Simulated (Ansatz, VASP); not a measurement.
## One calculation of Cu, two programs

```
Cu
1.0
     0.00000    1.75981    1.75981
     1.75981    0.00000    1.75981
     1.75981    1.75981    0.00000
Cu
1
Direct
  0.00000 0.00000 0.00000
```

Alike in both runs: functional LDA; k mesh 10 × 10 × 10; occupations gaussian, width 0.1 eV; no spin polarisation.

Ansatz relaxed the structure, and its values are those at the end. VASP's run is a single point on that final structure, the one shown.

|  | VASP | Ansatz |
| --- | --- | --- |
| version | VASP 6.6.1 | Ansatz 0.2.0 |
| potentials or method | VASP PAW LDA potentials, release 64 (Cu), cutoff 520 eV | scalar-relativistic, plane waves, PAW |
| valence electrons in the cell | 11 | 19 |

|  | VASP | Ansatz | Ansatz less VASP |
| --- | --- | --- | --- |
| gap on the k mesh at the Fermi level (eV) | none | none | - |
| pressure (GPa) | 1.0 | -0.3 | -1.24 |

Ansatz warns that its potentials were made for another functional, while VASP's fit it. LDA's correlation is that of Perdew and Zunger in VASP and of Perdew and Wang (1992) in Ansatz. A gap of «none» marks a metal or a gap that the smearing closes. VASP's potentials hold 11 valence electrons a cell and Ansatz's 19, so a difference there can come from the potentials and not from the codes.
